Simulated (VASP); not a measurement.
Zn:

```
Zn
1.0
     2.78508    0.00000    0.00000
    -1.39254    2.41195    0.00000
     0.00000    0.00000    4.51182
Zn
2
Direct
  0.33333 0.66667 0.25000
  0.66667 0.33333 0.75000
```

| Quantity | Value |
| --- | --- |
| Program | VASP 6.6.1 |
| Task | relaxation of cell and atoms |
| Functional | PBE |
| Potentials or basis | VASP PAW PBE potentials, release 64 (Zn) |
| Cutoff | 600 eV |
| k mesh | 18 × 18 × 10 |
| Occupations | fermi-dirac, width 0.08 eV |
| Spin | no spin polarisation |

At the start: pressure -0.8 GPa; volume 15.15 Å³/atom.

How do energy, volume and symmetry change on relaxing?

Over 25 steps the energy falls by 17.1 meV/atom and the volume is 15.39 Å³/atom (+1.6 %); space group P6_3/mmc (No. 194, to 0.1 Å) before and after.

Step by step:
```
step  energy change (eV)  largest force (eV/Å)  pressure (GPa)  volume (Å³)
   1              0.0000                0.0000           -0.77        30.31
   2             -0.0013                0.0000           -0.14        29.99
   3             -0.0014                0.0000            0.35        29.84
   4             -0.0014                0.0000            0.18        29.88
   5             -0.0020                0.0000            0.15        29.88
   6             -0.0040                0.0000            0.28        29.85
   7             -0.0084                0.0000            0.55        29.80
   8             -0.0179                0.0000            1.65        29.62
   9              0.0345                0.0000            7.29        29.07
  10             -0.0220                0.0000            2.23        29.55
  11             -0.0145                0.0000            4.23        29.34
  12             -0.0231                0.0000            2.71        29.49
  13             -0.0229                0.0000            2.96        29.47
  14             -0.0229                0.0000            2.87        29.47
  15             -0.0231                0.0000            2.73        29.49
  16             -0.0233                0.0000            3.11        29.51
  17             -0.0236                0.0000            3.08        29.53
  18             -0.0245                0.0000            2.93        29.58
  19             -0.0262                0.0000            2.60        29.68
  20             -0.0290                0.0000            2.12        29.88
  21             -0.0328                0.0000            1.10        30.29
  22             -0.0333                0.0000           -0.81        31.13
  23             -0.0342                0.0000            0.07        30.76
  24             -0.0342                0.0000           -0.07        30.79
  25             -0.0342                0.0000           -0.01        30.79
```

Final structure:
```
Zn
1.0
     2.64023    0.00000    0.00000
    -1.32011    2.28651    0.00000
     0.00000    0.00000    5.09985
Zn
2
Direct
  0.33333 0.66667 0.25000
  0.66667 0.33333 0.75000
```
